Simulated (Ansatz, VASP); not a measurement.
## Bi: VASP beside Ansatz

File POSCAR:

```
Bi
1.0
    0.0000000000      2.4964272330      2.4964272330
    2.4964272330      0.0000000000      2.4964272330
    2.4964272330      2.4964272330      0.0000000000
Bi
1
Direct
    0.0000000000      0.0000000000      0.0000000000
```

File INCAR.step1:

```
SYSTEM = Bi
PREC = Accurate
ENCUT = 550
ISMEAR = 0
SIGMA = 0.1
LREAL = .FALSE.
LASPH = .TRUE.
NELM = 120
GGA = PE
ALGO = Normal
EDIFF = 1E-5
LWAVE = .TRUE.
LCHARG = .FALSE.
GGA_COMPAT = .FALSE.
IBRION = 2
ISIF = 3
EDIFFG = -0.005
NELMIN = 4
NSW = 100
```

The input INCAR.step2:

```
SYSTEM = Bi
PREC = Accurate
ENCUT = 550
EDIFF = 1E-7
ISMEAR = 0
SIGMA = 0.1
LREAL = .FALSE.
LASPH = .TRUE.
NELM = 120
ALGO = Normal
ISIF = 3
LWAVE = .FALSE.
LCHARG = .FALSE.
METAGGA = R2SCAN
LMIXTAU = .TRUE.
IBRION = 2
NSW = 100
EDIFFG = -0.01
ISTART = 1
GGA_COMPAT = .FALSE.
NELMIN = 4
```

The input KPOINTS:

```
regular mesh
0
G
  14 14 14
  0 0 0
```

Input for Ansatz:

```yaml
crystal:
  lattice:
    - [0.0, 2.496427233, 2.496427233]
    - [2.496427233, 0.0, 2.496427233]
    - [2.496427233, 2.496427233, 0.0]
  atoms:
    - { symbol: Bi, position: [0.0, 0.0, 0.0] }
basis:
  ecutwfc: 500
kpoints:
  mp_grid: { grid: [14, 14, 14] }
hamiltonian:
  xc: r2scan
scf:
  occupations: { method: gaussian, width: 0.1 }
output:
  forces: true
  stress: true
  eigenvalues: true
relax:
  adjacent_minimum: "off"
  f_tol: 0.01
  max_steps: 80
  cell: { stress_tol: 0.05 }
```

Alike in both runs: task relaxation of cell and atoms; functional r2SCAN; k mesh 14 × 14 × 14; occupations gaussian, width 0.1 eV; no spin polarisation.

|  | VASP | Ansatz |
| --- | --- | --- |
| version | VASP 6.6.1 | Ansatz 0.2.0 |
| potentials or method | VASP PAW PBE potentials, release 64 (Bi_d), cutoff 550 eV | scalar-relativistic, plane waves, PAW |
| valence electrons in the cell | 15 | 15 |

```csv
,VASP,Ansatz,Ansatz less VASP
"gap on the k mesh at the Fermi level, each at its own relaxed structure (eV)",none,none,-
relaxed volume (Å³/atom),31.37,31.38,+0.017
relaxed cell length with the largest relative difference (Å),3.540,3.541,+0.0006
```

VASP's potentials were made for PBE, not for r2SCAN. A gap of «none» marks a metal or a gap that the smearing closes.

Spin-orbit coupling is off throughout.
